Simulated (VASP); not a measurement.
## Sb2MoC3: single point with PBE

Crystal: Sb2MoC3.

```
CELL_PARAMETERS angstrom
5.85938 0.00000 0.00000
-2.92969 5.07437 0.00000
0.00000 0.00000 3.05644
ATOMIC_POSITIONS crystal
Sb 0.33333 0.66667 0.00000
Sb 0.66667 0.33333 0.00000
Mo 0.00000 0.00000 0.00000
C 0.50000 0.00000 0.50000
C 0.50000 0.50000 0.50000
C 0.00000 0.50000 0.50000
```

```yaml
Program: VASP 6.6.1
Task: single point
Functional: PBE
Potentials_or_basis: VASP PAW PBE potentials, release 64 (Sb, Mo_sv, C)
Cutoff: 520 eV
k_mesh: 6 × 6 × 12
Occupations: gaussian, width 0.1 eV
Spin: collinear spin
Starting_moments: "[0.0, 0.0, 2.55, -0.14, -0.14, -0.14] μB"
```

| Item | Value |
| --- | --- |
| Pressure | 0.1 GPa |
| Net moment | 2.30 μB per cell |
| Site moments | Sb -0.01; Mo +2.34; C -0.09 μB |
| Valence electrons inside the program's atomic spheres | Sb 2.38; Mo 12.02; C 2.27 |

Stress tensor (GPa, compression positive):
```
0.08 0.00 0.00
0.00 0.08 0.00
0.00 0.00 0.16
```

Levels at points of the mesh, in eV from the Fermi level:
Spin up:
```tsv
k point	band 15	band 16	band 17	band 18	band 19	band 20	band 21	band 22	band 23	band 24
(0.00, 0.00, 0.00)	-0.79	-0.43	-0.43	-0.01	0.19	0.19	0.22	0.22	0.75	4.59
(0.50, 0.00, 0.00)	-1.31	-1.14	-1.06	-0.15	0.43	0.59	1.38	1.43	2.68	3.31
(0.00, 0.00, 0.50)	-0.53	-0.53	-0.34	-0.34	0.05	0.05	0.14	1.32	1.32	1.68
(0.50, 0.00, 0.50)	-1.66	-1.65	-1.63	-0.89	-0.78	-0.28	0.05	0.85	1.11	3.12
```
Spin down:
```
           k point  band 14  band 15  band 16  band 17  band 18  band 19  band 20  band 21
(0.00, 0.00, 0.00)    -0.55    -0.18     0.14     0.14     0.26     0.48     0.48     0.68
(0.50, 0.00, 0.00)    -1.44    -1.12    -0.68     0.08     0.71     1.28     2.07     2.15
(0.00, 0.00, 0.50)    -3.22     0.15     0.15     0.28     0.28     1.10     1.43     1.43
(0.50, 0.00, 0.50)    -1.99    -1.92    -1.11    -0.29    -0.14    -0.11     0.76     0.85
```

Run time: 110 s on 1 thread of Intel(R) Xeon(R) 6975P-C (Granite Rapids) (shared host), peak memory 0.4 GiB.

Caveat: spin-orbit coupling is left out, which moves the levels of the heavy elements.
